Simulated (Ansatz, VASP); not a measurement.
**Two plane-wave programs on CuI**

The input INCAR:

```
PREC = Accurate ; ENCUT = 520
EDIFF = 1E-7 ; ISMEAR = 0
SIGMA = 0.02 ; LREAL = False
LASPH = True ; NELM = 100
ALGO = Normal ; ISIF = 2
LWAVE = False ; LCHARG = True
LELF = True ; LVHAR = True
NBANDS = 26
```

File KPOINTS:

```
Automatic mesh
0
Gamma
  6 6 6
```

File POSCAR:

```
CuI
1.0
    2.1086625000      1.2174366750      6.6263845277
   -2.1086625000      1.2174366750      6.6263845277
    0.0000000000     -2.4348733500      6.6263845277
Cu I
2 2
Direct
    0.1293000000      0.1293000000      0.1293000000
    0.8707000000      0.8707000000      0.8707000000
    0.0000000000      0.0000000000      0.0000000000
    0.5000000000      0.5000000000      0.5000000000
```

Input for Ansatz:

```yaml
crystal:
  lattice:
    - [2.1086625, 1.217436675, 6.6263845276517275]
    - [-2.1086625, 1.217436675, 6.6263845276517275]
    - [0.0, -2.43487335, 6.6263845276517275]
  atoms:
    - { symbol: Cu, position: [0.1293, 0.1293, 0.1293] }
    - { symbol: Cu, position: [0.8707, 0.8707, 0.8707] }
    - { symbol: I, position: [0.0, 0.0, 0.0] }
    - { symbol: I, position: [0.5, 0.5, 0.5] }
basis:
  ecutwfc: 450.0
kpoints:
  mp_grid:
    grid: [6, 6, 6]
hamiltonian:
  xc: lda
  pseudopotentials:
    kind: paw
scf:
  occupations:
    method: gaussian
    width: 0.02
output:
  stress: true
```

Alike in both runs: task single point; functional LDA; k mesh 6 × 6 × 6; occupations gaussian, width 0.02 eV; no spin polarisation.

|  | VASP | Ansatz |
| --- | --- | --- |
| version | VASP 6.6.1 | Ansatz 0.2.0 |
| potentials or method | VASP PAW LDA potentials, release 64 (Cu, I), cutoff 520 eV | plane waves, PAW |
| valence electrons in the cell | 36 | 72 |

Ansatz gave:

- pressure (GPa): 1.0
- traceless stress, the component that is largest in VASP (GPa): -3.98

Problem. Estimate VASP's values.

Solution. Pressure (GPa): 1.1; traceless stress, the component that is largest in VASP (GPa): -4.00.

LDA's correlation is that of Perdew and Zunger in VASP and of Perdew and Wang (1992) in Ansatz. VASP's potentials hold 36 valence electrons a cell and Ansatz's 72, so a difference there can come from the potentials and not from the codes. Ansatz's warnings: structure snapped to symmetry.

Spin-orbit coupling is off throughout.
